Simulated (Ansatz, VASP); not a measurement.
Hf3C4: VASP beside Ansatz

The input INCAR:

```
  PREC = Accurate
  ENCUT = 600
  EDIFF = 1E-6
  ISMEAR = 0
  SIGMA = 0.1
  LREAL = F
  LASPH = T
  NELM = 60
  ALGO = Normal
  ISIF = 3
  LWAVE = F
  LCHARG = F
  GGA = PE
  IBRION = 2
  NSW = 70
  EDIFFG = -0.04
  ISYM = 0
```

File KPOINTS:

```
Automatic mesh
0
Gamma
  3 3 3
```

POSCAR

```
Hf3C4
1.0
    0.0000000000      4.6514934443     -4.6514934443
    4.6514934443      4.6514934443      0.0000000000
    4.6514934443      0.0000000000     -4.6514934443
Hf C
6 8
Direct
    0.2565795119      0.7512013856      0.2417645564
    0.2488229881      0.2569918023      0.2505676153
    0.7545245634      0.7502710870      0.2412339956
    0.2508228991      0.7523739901      0.7482964741
    0.2445129179      0.2534376070      0.7526728947
    0.7565139446      0.2493142770      0.7491059275
    0.4984665266      0.5067263774      0.9982325989
    0.5033416272      0.9984362728      0.9977502100
    0.9973119306      0.4970672371      0.0015336205
    0.9988840624      0.9955156789      0.0042421956
    0.4971233398      0.4981649866      0.5031359077
    0.4979507381      0.9951637532      0.5033147301
    0.9982851677      0.5031891667      0.5060594001
    0.0043271628      0.0008137321      0.4955279504
```

Input for Ansatz:

```yaml
crystal:
  lattice:
    - [0.0, 4.6514934443, -4.6514934443]
    - [4.6514934443, 4.6514934443, 0.0]
    - [4.6514934443, 0.0, -4.6514934443]
  atoms:
    - { symbol: Hf, position: [0.2565795119, 0.7512013856, 0.2417645564] }
    - { symbol: Hf, position: [0.2488229881, 0.2569918023, 0.2505676153] }
    - { symbol: Hf, position: [0.7545245634, 0.750271087, 0.2412339956] }
    - { symbol: Hf, position: [0.2508228991, 0.7523739901, 0.7482964741] }
    - { symbol: Hf, position: [0.2445129179, 0.253437607, 0.7526728947] }
    - { symbol: Hf, position: [0.7565139446, 0.249314277, 0.7491059275] }
    - { symbol: C, position: [0.4984665266, 0.5067263774, 0.9982325989] }
    - { symbol: C, position: [0.5033416272, 0.9984362728, 0.99775021] }
    - { symbol: C, position: [0.9973119306, 0.4970672371, 0.0015336205] }
    - { symbol: C, position: [0.9988840624, 0.9955156789, 0.0042421956] }
    - { symbol: C, position: [0.4971233398, 0.4981649866, 0.5031359077] }
    - { symbol: C, position: [0.4979507381, 0.9951637532, 0.5033147301] }
    - { symbol: C, position: [0.9982851677, 0.5031891667, 0.5060594001] }
    - { symbol: C, position: [0.0043271628, 0.0008137321, 0.4955279504] }
  symmetry: { detect: false }
basis:
  ecutwfc: 420
kpoints:
  mp_grid: { grid: [3, 3, 3], shift: [0.0, 0.0, 0.0] }
hamiltonian:
  xc: pbe
scf:
  occupations: { method: gaussian, width: 0.1 }
  lower_state_search: "off"
output:
  forces: true
  stress: true
  eigenvalues: true
relax:
  adjacent_minimum: "off"
  f_tol: 0.04
  max_steps: 50
  cell: { stress_tol: 0.3 }
```

Alike in both runs: task relaxation of cell and atoms; functional PBE; k mesh 3 × 3 × 3; occupations gaussian, width 0.1 eV; no spin polarisation.

|  | VASP | Ansatz |
| --- | --- | --- |
| version | VASP 6.6.1 | Ansatz 0.2.0 |
| potentials or method | VASP PAW PBE potentials, release 64 (Hf_pv, C), cutoff 600 eV | scalar-relativistic, plane waves, PAW |
| valence electrons in the cell | 92 | 188 |

|  | VASP | Ansatz | Ansatz less VASP |
| --- | --- | --- | --- |
| gap on the k mesh at the Fermi level, each at its own relaxed structure (eV) | none | none | - |
| relaxed volume (Å³/atom) | 14.25 | 14.29 | +0.040 |
| relaxed cell length with the largest relative difference (Å) | 6.483 | 6.491 | +0.0084 |

A gap of «none» marks a metal or a gap that the smearing closes. VASP's potentials hold 92 valence electrons a cell and Ansatz's 188, so a difference there can come from the potentials and not from the codes.

The k mesh is coarse, so the values compare programs but aren't converged. Neither program's run includes spin-orbit coupling.
